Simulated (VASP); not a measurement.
Write the native input for VASP 6.6.1 that does the following.

```yaml
Task: relaxation of cell and atoms
Functional: PBE
Potentials_or_basis: VASP PAW PBE potentials, release 64 (Ca_sv, Si, Se)
Cutoff: 600 eV
k_mesh: 9 × 9 × 6
Occupations: gaussian, width 0.02 eV
Spin: no spin polarisation
Dipole_correction: no
Further_INCAR_settings: ALGO = Normal; EDIFF = 1e-07; IBRION = 2; EDIFFG = -0.01; NSW = 100; ISIF = 3
```

The structure of Ca3SiSe lies in POSCAR:

```
Ca3SiSe
1.0
    5.0509172455      0.0000000000      0.0000000000
   -2.5254586227      4.3742226470      0.0000000000
    0.0000000000      0.0000000000      6.4572393380
Ca Si Se
3 1 1
Direct
    0.0000000000      0.0000000000      0.9668740405
    0.3333333333      0.6666666667      0.3211689000
    0.6666666667      0.3333333333      0.6885127794
    0.3333333333      0.6666666667      0.7917346012
    0.6666666667      0.3333333333      0.2317096790
```

The cell was generated, and may not be a known phase.

The input as run:

INCAR

```
PREC = Accurate
ENCUT = 600
EDIFF = 1E-7
ISMEAR = 0
SIGMA = 0.02
LREAL = False
LASPH = True
NELM = 100
ALGO = Normal
ISIF = 3
LWAVE = False
LCHARG = False
GGA = PE
IBRION = 2
NSW = 100
EDIFFG = -0.01
```

KPOINTS

```
Automatic mesh
0
Gamma
  9 9 6
```

Potentials or basis: VASP PAW PBE potentials, release 64 (Ca_sv, Si, Se).

Launch:

```console
$ cat potpaw_PBE.64/Ca_sv/POTCAR potpaw_PBE.64/Si/POTCAR potpaw_PBE.64/Se/POTCAR > POTCAR
$ mpirun -np 1 vasp_std > vasp.out
```

Results of the run:

The relaxed volume is 28.61 Å³/atom, the relaxed cell is a = 5.050 Å, b = 5.050 Å, c = 6.479 Å, α = 90.00°, β = 90.00°, γ = 120.00° and the space group after relaxing (to 0.1 Å) is P3m1 (No. 156). The energy gained by relaxing is 0.1 meV/atom, the ionic steps are 6 and the pressure after relaxing is 0.0 GPa. The largest force after relaxing is 0.009 eV/Å. The band gap on the k mesh is 0.59 eV (least direct gap 0.64 eV).

Caveat: semilocal functionals underestimate gaps, and a narrow one can read as zero.

Run time: 9.6 min on 1 thread of AMD EPYC 9R45 96-Core Processor (Zen 5), with other jobs on the host, peak memory 0.45 GiB.
